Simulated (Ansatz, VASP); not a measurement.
**Two plane-wave programs on Ga**

```
Ga
1.0
    -2.97550    2.97550    2.97550
     2.97550   -2.97550    2.97550
     2.97550    2.97550   -2.97550
Ga
6
Cartesian
  2.2316 0.0000 1.4877
  1.4877 2.2316 0.0000
  0.7439 0.0000 4.4633
  4.4632 0.7439 0.0000
  0.0000 1.4878 2.2316
  0.0000 4.4632 0.7439
```

Alike in both runs: task relaxation of cell and atoms; functional PBEsol; k mesh 8 × 8 × 8; occupations gaussian, width 0.1 eV; no spin polarisation.

|  | VASP | Ansatz |
| --- | --- | --- |
| version | VASP 6.6.1 | Ansatz 0.2.0 |
| potentials or method | VASP PAW PBE potentials, release 64 (Ga_d), cutoff 600 eV | scalar-relativistic, plane waves, PAW |
| valence electrons in the cell | 78 | 78 |

```tsv
	VASP	Ansatz	Ansatz less VASP
gap on the k mesh at the Fermi level, each at its own relaxed structure (eV)	none	none	-
relaxed volume (Å³/atom)	17.72	17.72	-0.007
relaxed cell length with the largest relative difference (Å)	5.169	5.169	-0.0007
```

VASP's potentials were made for PBE, not for PBEsol. A gap of «none» marks a metal or a gap that the smearing closes.
